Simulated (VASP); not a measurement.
Wanted: the native input for a VASP 6.6.1 run.

```
Task                   : single point
Functional             : PBE
Potentials or basis    : VASP PAW PBE potentials, release 64 (Au)
Cutoff                 : 520 eV
k mesh                 : 8 × 8 × 8
Occupations            : gaussian, width 0.05 eV
Spin                   : no spin polarisation
Dipole correction      : no
Further INCAR settings : ALGO = Normal; EDIFF = 1e-06; NBANDS = 12
```

The structure of Au lies in POSCAR:

```
Au
1.0
    0.0000000000      2.0858899939      2.0858899939
    2.0858899939      0.0000000000      2.0858899939
    2.0858899939      2.0858899939      0.0000000000
Au
1
Direct
    0.0000000000      0.0000000000      0.0000000000
```

These files were run (other wordings do the same):

INCAR

```
ALGO = Normal
EDIFF = 1E-6
ENCUT = 520
GGA = PE
ISIF = 2
ISMEAR = 0
LASPH = True
LCHARG = True
LELF = True
LREAL = False
LVHAR = True
LWAVE = False
NBANDS = 12
NELM = 60
PREC = Accurate
SIGMA = 0.05
```

KPOINTS

```
k-points
0
Gamma
  8 8 8
```

Potentials or basis: VASP PAW PBE potentials, release 64 (Au).

Command:

```sh
$ cat potpaw_PBE.64/Au/POTCAR > POTCAR
$ mpirun -np 1 vasp_std > vasp.out
```

Results of the run:

| Item | Value |
| --- | --- |
| Pressure | -0.9 GPa |
| Band gap on the k mesh | zero (an odd number of electrons rules out a gap without spin polarisation) |

Caveat: spin-orbit coupling is left out, which moves the levels of the heavy elements.

It took 20 s on 1 thread of AMD EPYC 7571, with other jobs on the host, peak memory 0.11 GiB.
